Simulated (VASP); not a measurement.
Write the native input for VASP 6.6.1 that does the following.

```
Task                   : single point
Functional             : PBE
Potentials or basis    : VASP PAW PBE potentials, release 64 (Ca_sv, Se)
Cutoff                 : 520 eV
k mesh                 : 8 × 8 × 8
Occupations            : fermi-dirac, width 0.02 eV
Spin                   : no spin polarisation
Dipole correction      : no
Further INCAR settings : ALGO = Normal; EDIFF = 1e-06; NBANDS = 15
```

The structure of CaSe lies in POSCAR:

```
CaSe
1.0
    3.6347849189      0.0334400213      0.0000000000
    0.0334400213      3.6347849189      0.0000000000
    0.0000000000      0.0000000000      3.6347849189
Ca Se
1 1
Direct
    0.0000000000      0.0000000000      0.0000000000
    0.5000000000      0.5000000000      0.5000000000
```

This cell differs from its parent crystal: shear xy strain +1.8%.

These files were run (other wordings do the same):

INCAR

```
PREC = Accurate
ENCUT = 520
EDIFF = 1E-6
ISMEAR = -1
SIGMA = 0.02
LREAL = F
LASPH = T
NELM = 100
ALGO = Normal
ISIF = 2
LWAVE = F
LCHARG = F
GGA = PE
NBANDS = 15
```

KPOINTS

```
Automatic mesh
0
Gamma
  8 8 8
```

Potentials or basis: VASP PAW PBE potentials, release 64 (Ca_sv, Se).

Command:

```sh
$ cat potpaw_PBE.64/Ca_sv/POTCAR potpaw_PBE.64/Se/POTCAR > POTCAR
$ mpirun -np 1 vasp_std > vasp.out
```

Results of the run:

| Item | Value |
| --- | --- |
| Pressure | 0.8 GPa |
| Band gap on the k mesh | 0.76 eV |

Caveat: the cell differs from its parent crystal (shear xy strain +1.8%).

Wall time 72 s on 1 thread of Intel Xeon 8259CL, on a shared host, peak memory 0.22 GiB.
